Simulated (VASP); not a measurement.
# InSbO2 (Pmmm) in VASP: further runs

The runs below take InSbO2 through single point, relaxation of cell and atoms, with PBE.

Program: VASP 6.6.1. These are calculated values, not measurements. Logs are shortened: lines on timing, memory, paths and dates and some standing lists are left out, and cuts for length are marked.

### 1 The cell of the first run

The structure is orthorhombic, space group Pmmm (No. 47). The conventional cell has a = 3.299 Å, b = 3.520 Å, c = 6.144 Å, α = 90.00°, β = 90.00°, γ = 90.00°. In (site symmetry mmm) has 4 O at 2.23 Å within 2.9 Å. Sb (site symmetry mmm) has 4 O at 2.36 Å within 3.1 Å. Within 3.3 Å of O (site symmetry mm2) lie 2 In at 2.23 Å and 2 Sb at 2.36 Å and 4 O at 3.00 to 3.30 Å.

The cell was generated, and may not be a known phase.

### 2 Single point, PBE

The input, INCAR:

```
SYSTEM = InSbO2
PREC = Accurate ; ENCUT = 520
EDIFF = 1E-6 ; ISMEAR = 0
SIGMA = 0.1 ; LREAL = .False.
LASPH = .True. ; NELM = 80
ALGO = Normal ; ISIF = 2
LWAVE = .False. ; LCHARG = .False.
GGA = PE ; NBANDS = 23
```

The input, KPOINTS:

```
Automatic mesh
0
Gamma
  6 6 4
  0 0 0
```

The input, POSCAR:

```
InSbO2
1.0
    3.5196288297      0.0000000000      0.0000000000
    0.0000000000      3.2988670415      0.0000000000
    0.0000000000      0.0000000000      6.1443105865
In Sb O
1 1 2
Direct
    0.0000000000      0.0000000000      0.0000000000
    0.5000000000      0.5000000000      0.5000000000
    0.0000000000      0.5000000000      0.7557414296
    0.0000000000      0.5000000000      0.2442585704
```

Potentials or basis: VASP PAW PBE potentials, release 64 (In_d, Sb, O).

The run is started by

```
$ cat potpaw_PBE.64/In_d/POTCAR potpaw_PBE.64/Sb/POTCAR potpaw_PBE.64/O/POTCAR > POTCAR
$ mpirun -np 1 vasp_std > vasp.out
```

OUTCAR:

```text
SYSTEM = InSbO2
   PREC = Accurate
   ENCUT = 520
   EDIFF = 1E-6
   ISMEAR = 0
   LREAL = .False.
   LASPH = .True.
   NELM = 80
   ISIF = 2
   GGA = PE

 ion  position               nearest neighbor table
   1  0.000  0.000  0.000-   3 2.23   4 2.23   3 2.23   4 2.23
   2  0.500  0.500  0.500-   3 2.36   4 2.36   3 2.36   4 2.36
   3  0.000  0.500  0.756-   1 2.23   1 2.23   2 2.36   2 2.36
   4  0.000  0.500  0.244-   1 2.23   1 2.23   2 2.36   2 2.36

  LATTYP: Found a simple orthorhombic cell.
 ALAT       =     3.2988670415
 B/A-ratio  =     1.0669204868
 C/A-ratio  =     1.8625517516

  Lattice vectors:

 A1 = (   0.0000000000,  -3.2988670415,   0.0000000000)
 A2 = (   3.5196288297,   0.0000000000,   0.0000000000)
 A3 = (   0.0000000000,   0.0000000000,   6.1443105865)

Analysis of symmetry for initial positions (statically):
=====================================================================
 Subroutine PRICEL returns:
 Original cell was already a primitive cell.

 Routine SETGRP: Setting up the symmetry group for a
 simple orthorhombic supercell.

 Subroutine GETGRP returns: Found  8 space group operations
 (whereof  8 operations were pure point group operations)
 out of a pool of  8 trial point group operations.

The static configuration has the point symmetry D_2h.

Analysis of symmetry for dynamics (positions and initial velocities):
=====================================================================
 Subroutine PRICEL returns:
 Original cell was already a primitive cell.

 Routine SETGRP: Setting up the symmetry group for a
 simple orthorhombic supercell.

 Subroutine GETGRP returns: Found  8 space group operations
 (whereof  8 operations were pure point group operations)
 out of a pool of  8 trial point group operations.

The dynamic configuration has the point symmetry D_2h.

 Subroutine INISYM returns: Found  8 space group operations
 (whereof  8 operations are pure point group operations),
 and found     1 'primitive' translations

----------------------------------------------------------------------------------------

                                     Primitive cell

  volume of cell :      71.3403

  direct lattice vectors                    reciprocal lattice vectors
     3.519628830  0.000000000  0.000000000     0.284120869  0.000000000  0.000000000
     0.000000000  3.298867041  0.000000000     0.000000000  0.303134375  0.000000000
     0.000000000  0.000000000  6.144310586     0.000000000  0.000000000  0.162752189

[... 88 lines left out ...]
   LREAL  =      F    real-space projection
   EDIFFG = 0.1E-04   stopping-criterion for IOM
   NSW    =      0    number of steps for IOM
   IBRION =     -1    ionic relax: 0-MD 1-quasi-New 2-CG
   NFREE  =      0    steps in history (QN), initial steepest desc. (CG)
   ISIF   =      2    stress and relaxation
   ISYM   =      2    0-nonsym 1-usesym 2-fastsym
   POTIM  = 0.5000    time-step for ionic-motion
   TEBEG  =    0.0;   TEEND  =   0.0 temperature during run
   PSTRESS=    0.0 pullay stress
   NELECT =      30.0000    total number of electrons
   NUPDOWN=      -1.0000    fix difference up-down
   EMIN   =  10.00;   EMAX   =-10.00  energy-range for DOS
   EFERMI =   0.00;   METHOD = LEGACY
   ISMEAR =     0;   SIGMA  =   0.10  broadening in eV -4-tet -1-fermi 0-gaus
   EFERMI_NEDOS =   21; number of points for ismear=-14 and -15
   IALGO  =     38    algorithm
   IMIX   =      4    mixing-type and parameters
     AMIX     =   0.40;   BMIX     =  1.00
     AMIX_MAG =   1.60;   BMIX_MAG =  1.00
  volume/ion in A,a.u.               =      17.84       120.36
  Fermi-wavevector in a.u.,A,eV,Ry     =   1.226508  2.317764 20.467534  1.504321
  Thomas-Fermi vector in A             =   2.361506
   LORBIT       =      0    0 simple, 1 ext, 2 COOP (PROOUT), +10 PAW based schemes
   GGA     = PE    functional components
   LHFCALC =     F    Hartree Fock is set to
   AEXX    =    0.0000 exact exchange contribution
   IVDW    =     0    specifies the selected vdW correction
   LEPSILON=     F    determine dielectric tensor
   LRPA    =     F    only Hartree local field effects (RPA)
 non-spin polarized calculation
 Gauss-broadening in eV      SIGMA  =   0.10
  energy-cutoff  :      520.00
  volume of cell :       71.34
 maximum number of plane-waves:      1940
 NGX is ok and might be reduce to    28
   NGX = 13   NGY = 13   NGZ = 23

 number of electron      30.0000000 magnetization

 Free energy of the ion-electron system (eV)
  ---------------------------------------------------
  ext. energy  EPLUGINS =         0.00000000
  ---------------------------------------------------
  free energy    TOTEN  =       -20.14764396 eV

  energy without entropy =      -20.13993215  energy(sigma->0) =      -20.14378806

 E-fermi :   6.8134     XC(G=0): -10.0929

 val. band max:        6.7634614888   @ k =   0.5000   0.1667   0.0000
 cond. band min:       6.8138185578   @ k =   0.3333   0.1667   0.5000
 fundamental gap:      0.0503570690
 Fermi energy:         6.8134468998

 k-point     1 :       0.0000    0.0000    0.0000
  band No.  band energies     occupation
      1     -12.7296      2.00000
      2     -11.9474      2.00000
      3      -8.1076      2.00000
      4      -7.9115      2.00000
      5      -7.9104      2.00000
      6      -7.9092      2.00000
[... 613 lines left out ...]
     22      15.5041      0.00000
     23      15.9956      0.00000

 [... further k-points ...]

------------------------ aborting loop because EDIFF is reached ----------------------------------------

  FORCE on cell =-STRESS in cart. coord.  units (eV):
  Direction    XX          YY          ZZ          XY          YZ          ZX
  --------------------------------------------------------------------------------------
  -------------------------------------------------------------------------------------
  Total       -0.2882597     -0.0389808     -0.2140482      0.0000000      0.0000000      0.0000000
  in kB       -6.4738060     -0.8754393     -4.8071465      0.0000000      0.0000000      0.0000000
  external PRESSURE =      -4.0521306 kB  Pullay stress =       0.0000000 kB

 VOLUME and BASIS-vectors are now :
 -----------------------------------------------------------------------------
  energy-cutoff  :      520.00
  volume of cell :       71.34
      direct lattice vectors                 reciprocal lattice vectors
     3.519628830  0.000000000  0.000000000     0.284120869  0.000000000  0.000000000
     0.000000000  3.298867041  0.000000000     0.000000000  0.303134375  0.000000000
     0.000000000  0.000000000  6.144310586     0.000000000  0.000000000  0.162752189

 POSITION                                       TOTAL-FORCE (eV/Angst)
 -----------------------------------------------------------------------------------
      0.00000      0.00000      0.00000         0.000000      0.000000      0.000000
      1.75981      1.64943      3.07216         0.000000      0.000000      0.000000
      0.00000      1.64943      4.64351        -0.000000      0.000000     -0.076591
      0.00000      1.64943      1.50080         0.000000      0.000000      0.076591
 -----------------------------------------------------------------------------------
    total drift:                               -0.000000      0.000000     -0.000000

  FREE ENERGIE OF THE ION-ELECTRON SYSTEM (eV)
  ---------------------------------------------------
  free  energy   TOTEN  =       -20.1476439575 eV

  energy  without entropy=      -20.1399321547  energy(sigma->0) =      -20.14378806
```

stdout:

```text
POSCAR found type information on POSCAR InSbO
 POSCAR found :  3 types and       4 ions
 scaLAPACK will be used
 LDA part: xc-table for (Slater+PW92), standard interpolation
 POSCAR, INCAR and KPOINTS ok, starting setup
 FFT: planning ... GRIDC
 FFT: planning ... GRID_SOFT
 FFT: planning ... GRID
 WAVECAR not read
 entering main loop
```

It took 93 s on 1 thread of Oxide Virtual Turin-like, shared host; peak memory 0.2 GiB.

What came out:

| Property | Result |
| --- | --- |
| Free energy | -20.1476 eV |
| Pressure | -0.4 GPa |
| Largest force | 0.077 eV/Å |
| Band gap on the k mesh | zero (bands 15 and 16 overlap by 0.44 eV) |

Forces in eV/Å, atoms in the order of the input:
```
In   0.000  0.000  0.000
Sb   0.000  0.000  0.000
O    0.000  0.000 -0.077
O    0.000  0.000  0.077
```

Caveat: spin-orbit coupling is left out, which moves the levels of the heavy elements.

### 3 Single point, PBE

This run uses another cell than the first one, of 18.81 Å³/atom.

The input, INCAR:

```
SYSTEM = InSbO2
ALGO = Fast
EDIFF = 1E-6
ENCUT = 520
GGA = PE
ISIF = 2
ISMEAR = 0
LASPH = .TRUE.
LCHARG = .FALSE.
LREAL = .FALSE.
LWAVE = .FALSE.
NBANDS = 23
NELM = 60
PREC = Accurate
SIGMA = 0.1
```

The input, KPOINTS:

```
k-points
0
G
  6 6 4
  0 0 0
```

The input, POSCAR:

```
InSbO2
1.0
    3.4433103100      0.0000000000      0.0000000000
    0.0000000000      3.5406473800      0.0000000000
    0.0000000000      0.0000000000      6.1730040500
In Sb O
1 1 2
Direct
    0.0000000000      0.0000000000      0.0000000000
    0.5000000000      0.5000000000      0.5000000000
    0.0000000000      0.5000000000      0.7404888900
    0.0000000000      0.5000000000      0.2595111100
```

Potentials or basis: VASP PAW PBE potentials, release 64 (In_d, Sb, O).

The run is started by

```
$ cat potpaw_PBE.64/In_d/POTCAR potpaw_PBE.64/Sb/POTCAR potpaw_PBE.64/O/POTCAR > POTCAR
$ mpirun -np 1 vasp_std > vasp.out
```

Wall time 2.3 min (1 thread of Oxide Virtual Turin-like, shared host); peak memory 0.21 GiB.

It converged, with:

| Property | Result |
| --- | --- |
| Free energy | -19.9159 eV |
| Pressure | -3.4 GPa |
| Largest force | 0.655 eV/Å |
| Band gap on the k mesh | zero (bands 15 and 16 overlap by 0.50 eV) |

Forces in eV/Å, atoms in the order of the input:
```
In   0.000  0.000  0.000
Sb   0.000  0.000  0.000
O    0.000  0.000  0.655
O    0.000  0.000 -0.655
```

Stress tensor (GPa, compression positive):
```
-1.17  0.00  0.00
 0.00 -7.79  0.00
 0.00  0.00 -1.18
```

Levels at points of the mesh, in eV from the Fermi level:
```csv
k point,band 13,band 14,band 15,band 16,band 17,band 18
"(0.00, 0.00, 0.00)",-2.99,-2.61,0.11,0.44,3.40,5.15
"(0.50, 0.00, 0.00)",-2.51,-2.18,-0.86,0.66,3.17,4.40
"(0.00, 0.50, 0.00)",-2.95,-2.76,-2.25,0.48,2.79,4.43
"(0.50, 0.50, 0.00)",-2.47,-2.39,-0.64,1.03,1.60,3.48
"(0.00, 0.00, 0.50)",-3.21,-2.49,-1.83,2.90,3.56,3.96
"(0.50, 0.00, 0.50)",-2.69,-1.11,0.27,0.95,2.56,3.18
"(0.00, 0.50, 0.50)",-2.98,-1.28,-0.84,0.07,1.66,5.72
"(0.50, 0.50, 0.50)",-3.96,-2.10,-0.42,0.13,1.93,5.17
```

Caveat: the stress differs along the axes, from -8 to -1 GPa; spin-orbit coupling is left out, which moves the levels of the heavy elements.

### 4 Relaxation of cell and atoms, PBE

This run uses another cell than the first one, of 18.81 Å³/atom.

The input, INCAR:

```
ALGO     = Fast           # electronic algorithm
EDIFF    = 1E-7           # SCF threshold, eV
EDIFFG   = -0.04          # ionic threshold
ENCUT    = 600            # plane-wave cutoff, eV
GGA      = PE             # functional
IBRION   = 2              # ionic algorithm
ISIF     = 3              # what is computed and relaxed
ISMEAR   = 0              # smearing method
LASPH    = T              # aspherical terms in the spheres
LCHARG   = F              # write CHGCAR
LREAL    = F              # projectors in reciprocal space
LWAVE    = F              # write WAVECAR
NELM     = 80             # most SCF steps
NSW      = 90             # ionic steps
PREC     = Accurate       # precision mode
SIGMA    = 0.1            # smearing width, eV
```

The input, KPOINTS:

```
k-points
0
Gamma
  6 6 4
```

POSCAR is that of step 3.

The run is started by

```
$ cat potpaw_PBE.64/In_d/POTCAR potpaw_PBE.64/Sb/POTCAR potpaw_PBE.64/O/POTCAR > POTCAR
$ mpirun -np 1 vasp_std > vasp.out
```

Wall time 12 min (1 thread of Oxide Virtual Turin-like, shared host); peak memory 0.24 GiB.

The run converged. Its results:

```yaml
Free_energy: -20.1569 eV
Relaxed_volume: 17.70 Å³/atom
Relaxed_cell: a = 3.486 Å, b = 3.294 Å, c = 6.167 Å, α = 90.00°, β = 90.00°, γ = 90.00°
Space_group_after_relaxing_to_0.1_Å: Pmmm (No. 47)
Energy_gained_by_relaxing: 59.3 meV/atom
Ionic_steps: 8
Pressure_after_relaxing: -0.1 GPa
Largest_force_after_relaxing: 0.039 eV/Å
Band_gap_on_the_k_mesh: zero (bands 15 and 16 overlap by 0.38 eV)
```

Forces on the atoms (eV/Å):
```
In   0.000  0.000  0.000
Sb   0.000  0.000  0.000
O    0.000  0.000  0.039
O    0.000  0.000 -0.039
```

Stress tensor (GPa, compression positive):
```
 0.18  0.00  0.00
 0.00 -0.11  0.00
 0.00  0.00 -0.29
```

Step by step:
| step | energy change (eV) | largest force (eV/Å) | pressure (GPa) | volume (Å³) |
| --- | --- | --- | --- | --- |
| 1 | 0.0000 | 0.6541 | -3.53 | 75.26 |
| 2 | -0.1691 | 0.6154 | 0.04 | 70.79 |
| 3 | -0.1942 | 0.4431 | 2.23 | 68.87 |
| 4 | -0.2333 | 0.0295 | 0.63 | 70.14 |
| 5 | -0.2333 | 0.0394 | 0.66 | 70.11 |
| 6 | -0.2360 | 0.0628 | -0.23 | 70.86 |
| 7 | -0.2360 | 0.0631 | -0.25 | 70.88 |
| 8 | -0.2374 | 0.0386 | -0.07 | 70.82 |

Final structure:
```
In Sb O
1.0
     3.48594    0.00000    0.00000
     0.00000    3.29433    0.00000
     0.00000    0.00000    6.16689
In Sb O
1 1 2
Direct
  0.00000 0.00000 0.00000
  0.50000 0.50000 0.50000
  0.00000 0.50000 0.75394
  0.00000 0.50000 0.24606
```

Levels at points of the mesh, in eV from the Fermi level:
| k point | band 12 | band 13 | band 14 | band 15 | band 16 | band 17 | band 18 | band 19 |
| --- | --- | --- | --- | --- | --- | --- | --- | --- |
| (0.00, 0.00, 0.00) | -4.12 | -3.51 | -2.88 | -0.14 | 0.08 | 3.77 | 3.93 | 6.28 |
| (0.50, 0.00, 0.00) | -3.70 | -3.42 | -2.80 | -1.07 | 0.48 | 3.34 | 3.95 | 4.01 |
| (0.00, 0.50, 0.00) | -3.50 | -3.46 | -3.45 | -2.97 | 0.64 | 2.44 | 4.47 | 5.29 |
| (0.50, 0.50, 0.00) | -5.00 | -3.21 | -3.01 | -1.54 | 0.74 | 2.14 | 2.59 | 4.80 |
| (0.00, 0.00, 0.50) | -3.84 | -3.24 | -3.09 | -2.21 | 2.63 | 4.07 | 4.08 | 4.12 |
| (0.50, 0.00, 0.50) | -3.72 | -2.91 | -2.11 | 0.08 | 1.29 | 1.68 | 3.32 | 4.03 |
| (0.00, 0.50, 0.50) | -4.27 | -3.47 | -2.00 | -1.71 | 0.53 | 1.31 | 5.42 | 5.82 |
| (0.50, 0.50, 0.50) | -5.11 | -4.96 | -2.99 | -1.32 | -0.11 | 2.63 | 4.04 | 4.98 |

Caveat: spin-orbit coupling is left out, which moves the levels of the heavy elements.

### 5 Single point, PBE

This run uses another cell than the first one, of 17.75 Å³/atom.

The input, INCAR:

```
ALGO = Fast
EDIFF = 1E-6
ENCUT = 520
GGA = PE
ISIF = 2
ISMEAR = 0
LASPH = T
LCHARG = T
LELF = T
LREAL = F
LVHAR = T
LWAVE = F
NBANDS = 23
NELM = 60
PREC = Accurate
SIGMA = 0.1
```

The input, KPOINTS:

```
k-points
0
Gamma
  14 14 8
```

The input, POSCAR:

```
InSbO2
1.0
    3.3043589801      0.0000000000      0.0000000000
    0.0000000000      3.5030828180      0.0000000000
    0.0000000000      0.0000000000      6.1329723899
In Sb O
1 1 2
Direct
    0.0000000000      0.0000000000      0.0000000000
    0.5000000000      0.5000000000      0.5000000000
    0.5000000000      0.0000000000      0.7540010672
    0.5000000000      0.0000000000      0.2459989328
```

The run is started by

```
$ cat potpaw_PBE.64/In_d/POTCAR potpaw_PBE.64/Sb/POTCAR potpaw_PBE.64/O/POTCAR > POTCAR
$ mpirun -np 1 vasp_std > vasp.out
```

Run time: 14 min. Hardware: 1 thread of Oxide Virtual Turin-like, shared host; peak memory 0.57 GiB.

It converged, with:

```
Free energy            : -20.1258 eV
Pressure               : -0.4 GPa
Largest force          : 0.071 eV/Å
Band gap on the k mesh : zero (bands 15 and 16 overlap by 0.48 eV)
```

Forces in eV/Å, atoms in the order of the input:
```
In   0.000  0.000  0.000
Sb   0.000  0.000  0.000
O    0.000  0.000 -0.071
O    0.000  0.000  0.071
```

Stress tensor (GPa, compression positive):
```
-0.02  0.00  0.00
 0.00 -0.72  0.00
 0.00  0.00 -0.39
```

Levels at points of the mesh, in eV from the Fermi level:
| k point | band 13 | band 14 | band 15 | band 16 | band 17 | band 18 |
| --- | --- | --- | --- | --- | --- | --- |
| (0.00, 0.00, 0.00) | -3.56 | -2.91 | -0.20 | 0.06 | 3.69 | 3.83 |
| (0.50, 0.00, 0.00) | -3.50 | -3.49 | -2.98 | 0.63 | 2.33 | 4.51 |
| (0.00, 0.50, 0.00) | -3.41 | -2.84 | -1.07 | 0.47 | 3.26 | 3.88 |
| (0.50, 0.50, 0.00) | -3.27 | -3.01 | -1.58 | 0.75 | 2.13 | 2.61 |
| (0.00, 0.00, 0.50) | -3.28 | -3.13 | -2.24 | 2.60 | 3.97 | 4.01 |
| (0.50, 0.00, 0.50) | -3.53 | -2.02 | -1.77 | 0.54 | 1.23 | 5.33 |
| (0.00, 0.50, 0.50) | -2.95 | -2.13 | 0.11 | 1.26 | 1.68 | 3.26 |
| (0.50, 0.50, 0.50) | -4.98 | -3.04 | -1.35 | -0.13 | 2.61 | 4.06 |

Caveat: spin-orbit coupling is left out, which moves the levels of the heavy elements.

### 6 Overview

| task | cell | k mesh | cutoff (eV) | gap on the mesh (eV) | pressure (GPa) | largest force (eV/Å) |
| --- | --- | --- | --- | --- | --- | --- |
| single point | a = 3.520, b = 3.299, c = 6.144 Å, 4 atoms, atomic positions A | 6 × 6 × 4 | 520 | none | -0.4 | 0.08 |
| single point | a = 3.443, b = 3.541, c = 6.173 Å, 4 atoms, atomic positions B | 6 × 6 × 4 | 520 | none | -3.4 | 0.65 |
| relaxation of cell and atoms | relaxed from a = 3.443, b = 3.541, c = 6.173 Å, 4 atoms, atomic positions B | 6 × 6 × 4 | 600 | none | -0.1 | 0.04 |
| single point | a = 3.304, b = 3.503, c = 6.133 Å, 4 atoms, atomic positions C | 14 × 14 × 8 | 520 | none | -0.4 | 0.07 |

Alike in all rows: level PBE; potentials or basis VASP PAW PBE potentials, release 64 (In_d, Sb, O); no spin polarisation; smearing gaussian 0.1 eV.

Caveats: spin-orbit coupling is left out, which moves the levels of the heavy elements; the stress differs along the axes, from -8 to -1 GPa (at least some runs).

Total energies depend on the potentials used, so only differences within one code and one set of settings carry meaning.

The gap in the log of VASP goes by the Fermi energy; the results here count the filled bands.